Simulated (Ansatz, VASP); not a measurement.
## Two plane-wave programs on Te2Mo

File INCAR:

```
SYSTEM = Te2Mo
PREC     = Accurate       ! precision mode
ENCUT    = 520            ! plane-wave cutoff, eV
EDIFF    = 1E-6           ! SCF threshold, eV
ISMEAR   = 0              ! smearing method
SIGMA    = 0.05           ! smearing width, eV
LREAL    = .FALSE.        ! projectors in reciprocal space
LASPH    = .TRUE.         ! aspherical terms in the spheres
NELM     = 60             ! most SCF steps
ALGO     = Normal         ! electronic algorithm
ISIF     = 2              ! what is computed and relaxed
LWAVE    = .FALSE.        ! write WAVECAR
LCHARG   = .TRUE.         ! write CHGCAR
GGA      = CA             ! functional
LELF     = .TRUE.         ! ELF
LVHAR    = .TRUE.       
NBANDS   = 20             ! bands
```

KPOINTS

```
Automatic mesh
0
G
  12 12 2
  0 0 0
```

File POSCAR:

```
Te2Mo
1.0
    3.5602328140      0.0000000000      0.0000000000
   -1.7801164070      3.0832520603      0.0000000000
    0.0000000000      0.0000000000     17.5240578200
Te Mo
2 1
Direct
    0.3333333333      0.6666666667      0.8978554500
    0.3333333333      0.6666666667      0.1021445500
    0.0000000000      0.0000000000      0.0042798307
```

Input for Ansatz:

```yaml
crystal:
  lattice:
    - [3.560232814, 0.0, 0.0]
    - [-1.780116407, 3.0832520603, 0.0]
    - [0.0, 0.0, 17.52405782]
  atoms:
    - { symbol: Te, position: [0.3333333333, 0.6666666667, 0.89785545] }
    - { symbol: Te, position: [0.3333333333, 0.6666666667, 0.10214455] }
    - { symbol: Mo, position: [0.0, 0.0, 0.0042798307] }
basis:
  ecutwfc: 420
kpoints:
  mp_grid: { grid: [12, 12, 2] }
hamiltonian:
  xc: lda
scf:
  occupations: { method: gaussian, width: 0.05 }
output:
  forces: true
  stress: true
  eigenvalues: true
```

Change from the starting cell: all Mo atoms moved +0.075 Å, as atom 3 along Cartesian [0 0 1].

Alike in both runs: task single point; functional LDA; k mesh 12 × 12 × 2; occupations gaussian, width 0.05 eV; no spin polarisation.

```csv
,VASP,Ansatz
version,VASP 6.6.1,Ansatz 0.2.0
potentials or method,"VASP PAW LDA potentials, release 64 (Te, Mo_sv), cutoff 520 eV","scalar-relativistic, plane waves, PAW"
valence electrons in the cell,26,46
```

|  | VASP | Ansatz | Ansatz less VASP |
| --- | --- | --- | --- |
| gap on the k mesh at the Fermi level (eV) | 1.05 | 1.05 | 0.000 |
| least direct gap on the mesh (eV) | 1.05 | 1.05 | 0.000 |
| rms of the force components (eV/Å) | 0.652 | 0.651 | -0.0010 |

LDA's correlation is that of Perdew and Zunger in VASP and of Perdew and Wang (1992) in Ansatz. Atom by atom the forces differ by 0.026 eV/Å (rms over components). VASP's potentials hold 26 valence electrons a cell and Ansatz's 46, so a difference there can come from the potentials and not from the codes.

Spin-orbit coupling is off throughout.
